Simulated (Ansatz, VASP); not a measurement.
# InSb: VASP beside Ansatz

The input INCAR:

```
  PREC = Accurate
  ENCUT = 500
  EDIFF = 1E-6
  ISMEAR = 0
  SIGMA = 0.1
  LREAL = F
  LASPH = T
  NELM = 120
  ALGO = Normal
  ISIF = 2
  LWAVE = F
  LCHARG = F
  GGA = PS
  NBANDS = 16
  GGA_COMPAT = F
```

Contents of KPOINTS:

```
Automatic mesh
0
Gamma
  6 6 6
```

The input POSCAR:

```
InSb
1.0
    3.8076520000      0.0000000000      0.0000000000
    0.0000000000      3.8076520000      0.0000000000
    0.0000000000      0.0000000000      3.8076520000
In Sb
1 1
Direct
    0.0000000000      0.0000000000      0.0000000000
    0.5000000000      0.5000000000      0.5000000000
```

Input for Ansatz:

```yaml
crystal:
  lattice:
    - [3.807652, 0.0, 0.0]
    - [0.0, 3.807652, 0.0]
    - [0.0, 0.0, 3.807652]
  atoms:
    - { symbol: In, position: [0.0, 0.0, 0.0] }
    - { symbol: Sb, position: [0.5, 0.5, 0.5] }
basis:
  ecutwfc: 420
kpoints:
  mp_grid: { grid: [6, 6, 6] }
hamiltonian:
  xc: pbesol
scf:
  occupations: { method: gaussian, width: 0.1 }
output:
  forces: true
  stress: true
  eigenvalues: true
```

Alike in both runs: task single point; functional PBEsol; k mesh 6 × 6 × 6; occupations gaussian, width 0.1 eV; no spin polarisation.

|  | VASP | Ansatz |
| --- | --- | --- |
| version | VASP 6.6.1 | Ansatz 0.2.0 |
| potentials or method | VASP PAW PBE potentials, release 64 (In_d, Sb), cutoff 500 eV | scalar-relativistic, plane waves, PAW |
| valence electrons in the cell | 18 | 28 |

```tsv
	VASP	Ansatz	Ansatz less VASP
gap on the k mesh at the Fermi level (eV)	none	none	-
pressure (GPa)	-3.1	-3.0	+0.03
```

VASP's potentials were made for PBE, not for PBEsol. A gap of «none» marks a metal or a gap that the smearing closes. With one functional, cell and mesh, what is left measures potentials, basis and numerics. VASP's potentials hold 18 valence electrons a cell and Ansatz's 28, so a difference there can come from the potentials and not from the codes.

Spin-orbit coupling is off throughout.
